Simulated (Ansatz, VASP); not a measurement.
# Sb in VASP and in Ansatz

```
CELL_PARAMETERS angstrom
-1.57654 1.57654 2.71194
1.57654 -1.57654 2.71194
1.57654 1.57654 -2.71194
ATOMIC_POSITIONS crystal
Sb 0.00000 0.00000 0.00000
```

Alike in both runs: task single point; functional PBE; k mesh 12 × 12 × 12; occupations gaussian, width 0.025 eV; no spin polarisation.

|  | VASP | Ansatz |
| --- | --- | --- |
| version | VASP 6.6.1 | Ansatz 0.2.0 |
| potentials or method | VASP PAW PBE potentials, release 64 (Sb) | Ansatz PAW |
| plane-wave cutoff (eV) | 520 | 420 |
| valence electrons in the cell | 5 | 15 |

|  | VASP | Ansatz | Ansatz less VASP |
| --- | --- | --- | --- |
| gap on the k mesh at the Fermi level (eV) | none | none | - |
| pressure (GPa) | 1.7 | 1.8 | +0.11 |
| traceless stress, the component that is largest in VASP (GPa) | -0.47 | -0.46 | +0.006 |

A gap of «none» marks a metal or a gap that the smearing closes. VASP's potentials hold 5 valence electrons a cell and Ansatz's 15, so a difference there can come from the potentials and not from the codes.

Spin-orbit coupling is off throughout.
